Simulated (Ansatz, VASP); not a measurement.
# One calculation of Sb3S2, two programs

```xyz
5
Lattice="5.2704 0.0000 0.0000 0.0000 5.2704 0.0000 0.0000 0.0000 5.2704" Properties=species:S:1:pos:R:3 pbc="T T T"
Sb    2.6352    0.0000    0.0000
Sb    0.0000    2.6352    0.0000
Sb    0.0000    0.0000    2.6352
S     2.6352    2.6352    2.6352
S     0.0000    0.0000    0.0000
```

Alike in both runs: task relaxation of cell and atoms; functional PBE; k mesh 4 × 4 × 4; occupations gaussian, width 0.1 eV; no spin polarisation.

```csv
,VASP,Ansatz
version,VASP 6.6.1,Ansatz 0.2.0
potentials or method,"VASP PAW PBE potentials, release 64 (Sb, S), cutoff 600 eV","scalar-relativistic, plane waves, PAW"
valence electrons in the cell,27,57
```

Ansatz gave:

| Property | Result |
| --- | --- |
| gap on the k mesh at the Fermi level, each at its own relaxed structure (eV) | none |
| relaxed volume (Å³/atom) | 28.54 |
| relaxed cell length with the largest relative difference (Å) | 5.226 |

Problem. Which values does VASP return?

Solution. gap on the k mesh at the Fermi level, each at its own relaxed structure (eV): none; relaxed volume (Å³/atom): 28.51; relaxed cell length with the largest relative difference (Å): 5.224.

A gap of «none» marks a metal or a gap that the smearing closes. VASP's potentials hold 27 valence electrons a cell and Ansatz's 57, so a difference there can come from the potentials and not from the codes.

Neither program's run includes spin-orbit coupling.
